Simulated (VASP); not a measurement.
Ti: single point with PBE

The system is Ti.

```
Ti
1.0
     2.93897    0.00000    0.00000
    -1.46948    2.54522    0.00000
     0.00000    0.00000    4.64956
Ti
2
Direct
  0.00000 0.00000 0.00000
  0.33333 0.66667 0.50000
```

```json
{"Program": "VASP 6.6.1", "Task": "single point", "Functional": "PBE", "Potentials or basis": "VASP PAW PBE potentials, release 64 (Ti_sv)", "Cutoff": "520 eV", "k mesh": "18 × 18 × 10", "Occupations": "gaussian, width 0.1 eV", "Spin": "no spin polarisation", "Dipole correction": "no", "Further INCAR settings": "ALGO = Fast; EDIFF = 1e-06; NBANDS = 19"}
```

```
Pressure               : -0.6 GPa
Band gap on the k mesh : zero (bands 12 and 13 overlap by 1.10 eV)
```

Levels at points of the mesh, in eV from the Fermi level:
```tsv
k point	band 10	band 11	band 12	band 13	band 14	band 15
(0.00, 0.00, 0.00)	-2.70	0.76	0.76	0.77	0.88	1.26
(0.50, 0.00, 0.00)	-2.16	-1.85	-0.65	0.46	0.62	1.17
(0.00, 0.00, 0.50)	-4.36	0.08	0.08	0.67	0.67	0.67
(0.50, 0.00, 0.50)	-2.55	-0.82	-0.82	1.31	1.31	1.71
```

Run time: 8 min on 1 thread of Intel Xeon 8259CL, on a shared host, peak memory 0.25 GiB.
